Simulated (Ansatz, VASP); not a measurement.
**Mg2GeN3 in VASP and in Ansatz**

Contents of INCAR:

```
SYSTEM = Mg2GeN3
  PREC = Accurate
  ENCUT = 520
  EDIFF = 1E-6
  ISMEAR = 0
  SIGMA = 0.2
  LREAL = .FALSE.
  LASPH = .TRUE.
  NELM = 60
  ALGO = Normal
  ISIF = 2
  LWAVE = .FALSE.
  LCHARG = .TRUE.
  GGA = PE
  LELF = .TRUE.
  LVHAR = .TRUE.
  NBANDS = 45
```

File KPOINTS:

```
regular mesh
0
G
  4 4 4
  0 0 0
```

POSCAR

```
Mg2GeN3
1.0
    0.0000000000      0.0000000000     -4.9732955675
    5.1108641528     -2.9572637565      0.0000000000
   -5.1108641528     -2.9572637565      0.0000000000
Mg Ge N
4 2 6
Direct
    0.9790724140      0.5015596578      0.8319634721
    0.4790724140      0.4984403422      0.1680365279
    0.4790724140      0.1680365279      0.4984403422
    0.9790724140      0.8319634721      0.5015596578
    0.9962035315      0.1630737998      0.1630737998
    0.4962035315      0.8369262002      0.8369262002
    0.9152077247      0.4721510048      0.1659149410
    0.9152077247      0.1659149410      0.4721510048
    0.3762361909      0.1385957885      0.1385957885
    0.4152077247      0.8340850590      0.5278489952
    0.4152077247      0.5278489952      0.8340850590
    0.8762361909      0.8614042115      0.8614042115
```

Input for Ansatz:

```yaml
crystal:
  lattice:
    - [0.0, 0.0, -4.9732955675]
    - [5.1108641528, -2.9572637565, 0.0]
    - [-5.1108641528, -2.9572637565, 0.0]
  atoms:
    - { symbol: Mg, position: [0.979072414, 0.5015596578, 0.8319634721] }
    - { symbol: Mg, position: [0.479072414, 0.4984403422, 0.1680365279] }
    - { symbol: Mg, position: [0.479072414, 0.1680365279, 0.4984403422] }
    - { symbol: Mg, position: [0.979072414, 0.8319634721, 0.5015596578] }
    - { symbol: Ge, position: [0.9962035315, 0.1630737998, 0.1630737998] }
    - { symbol: Ge, position: [0.4962035315, 0.8369262002, 0.8369262002] }
    - { symbol: "N", position: [0.9152077247, 0.4721510048, 0.165914941] }
    - { symbol: "N", position: [0.9152077247, 0.165914941, 0.4721510048] }
    - { symbol: "N", position: [0.3762361909, 0.1385957885, 0.1385957885] }
    - { symbol: "N", position: [0.4152077247, 0.834085059, 0.5278489952] }
    - { symbol: "N", position: [0.4152077247, 0.5278489952, 0.834085059] }
    - { symbol: "N", position: [0.8762361909, 0.8614042115, 0.8614042115] }
basis:
  ecutwfc: 420
kpoints:
  mp_grid: { grid: [4, 4, 4] }
hamiltonian:
  xc: pbe
scf:
  occupations: { method: gaussian, width: 0.2 }
  lower_state_search: "off"
output:
  forces: true
  stress: true
  eigenvalues: true
```

Alike in both runs: task single point; functional PBE; k mesh 4 × 4 × 4; occupations gaussian, width 0.2 eV; no spin polarisation.

|  | VASP | Ansatz |
| --- | --- | --- |
| version | VASP 6.6.1 | Ansatz 0.2.0 |
| potentials or method | VASP PAW PBE potentials, release 64 (Mg, Ge_d, N), cutoff 520 eV | scalar-relativistic, plane waves, PAW |
| valence electrons in the cell | 66 | 98 |

```csv
,VASP,Ansatz,Ansatz less VASP
gap on the k mesh at the Fermi level (eV),none,none,-
pressure (GPa),-0.3,0.1,+0.37
"traceless stress, the component that is largest in VASP (GPa)",0.11,0.07,-0.040
rms of the force components (eV/Å),0.017,0.016,-0.0012
```

Atom by atom the forces differ by 0.005 eV/Å (rms over components). A gap of «none» marks a metal or a gap that the smearing closes. The functional is the same, so the differences come from potentials, cutoffs and numerics. VASP's potentials hold 66 valence electrons a cell and Ansatz's 98, so a difference there can come from the potentials and not from the codes.
